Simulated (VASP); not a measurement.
## OsPd: relaxation of cell and atoms with r2SCAN

OsPd:

```
Pd Os
1.0
     3.04741    0.00000    0.00000
     0.00000    3.04741    0.00000
     0.00000    0.00000    3.04741
Pd Os
1 1
Direct
  0.50000 0.50000 0.50000
  0.00000 0.00000 0.00000
```

| Property | Result |
| --- | --- |
| Program | VASP 6.6.1 |
| Task | relaxation of cell and atoms |
| Functional | r2SCAN |
| Potentials or basis | VASP PAW PBE potentials, release 64 (Pd, Os) |
| Cutoff | 600 eV |
| k mesh | 6 × 6 × 6 |
| Occupations | gaussian, width 0.1 eV |
| Spin | no spin polarisation |
| Dipole correction | no |
| Further INCAR settings | ALGO = Normal; EDIFF = 1e-07; IBRION = 2; EDIFFG = -0.04; NSW = 90; ISIF = 3 |

| Item | Value |
| --- | --- |
| Relaxed volume | 14.57 Å³/atom |
| Relaxed cell | a = 3.077 Å, b = 3.077 Å, c = 3.077 Å, α = 90.00°, β = 90.00°, γ = 90.00° |
| Space group after relaxing (to 0.1 Å) | Pm-3m (No. 221) |
| Energy gained by relaxing | 10.7 meV/atom |
| Ionic steps | 3 |
| Pressure after relaxing | -0.3 GPa |
| Band gap on the k mesh | zero (bands 9 and 10 overlap by 1.87 eV) |

The path:
```csv
step,energy change (eV),largest force (eV/Å),pressure (GPa),volume (Å³)
1,0.0000,0.0000,8.84,28.30
2,0.1459,0.0000,-19.55,31.62
3,-0.0215,0.0000,-0.26,29.13
```

Final structure:
```cif
data_structure
_symmetry_space_group_name_H-M 'P 1'
_symmetry_Int_Tables_number 1
_cell_length_a 3.0770
_cell_length_b 3.0770
_cell_length_c 3.0770
_cell_angle_alpha 90.000
_cell_angle_beta 90.000
_cell_angle_gamma 90.000
_cell_volume 29.13
loop_
_atom_site_label
_atom_site_type_symbol
_atom_site_fract_x
_atom_site_fract_y
_atom_site_fract_z
_atom_site_occupancy
Pd1 Pd 0.50000 0.50000 0.50000 1
Os1 Os 0.00000 0.00000 0.00000 1
```

Levels at points of the mesh, in eV from the Fermi level:
```tsv
k point	band 7	band 8	band 9	band 10	band 11	band 12
(0.00, 0.00, 0.00)	-0.77	-0.77	1.47	1.47	1.47	8.98
(0.50, 0.00, 0.00)	-2.51	-1.78	-1.78	-0.11	-0.10	2.07
(0.50, 0.50, 0.00)	-0.38	0.63	0.63	1.30	1.80	1.80
(0.50, 0.50, 0.50)	-1.62	-1.62	1.41	1.41	7.46	8.23
```

It took 78 s on 1 thread of AMD EPYC 7R13 Processor (Zen 3), with other jobs on the host, peak memory 0.13 GiB.

Caveat: the PAW data sets were made with another functional, which shifts forces and pressure a little; spin-orbit coupling is left out, which moves the levels of the heavy elements.
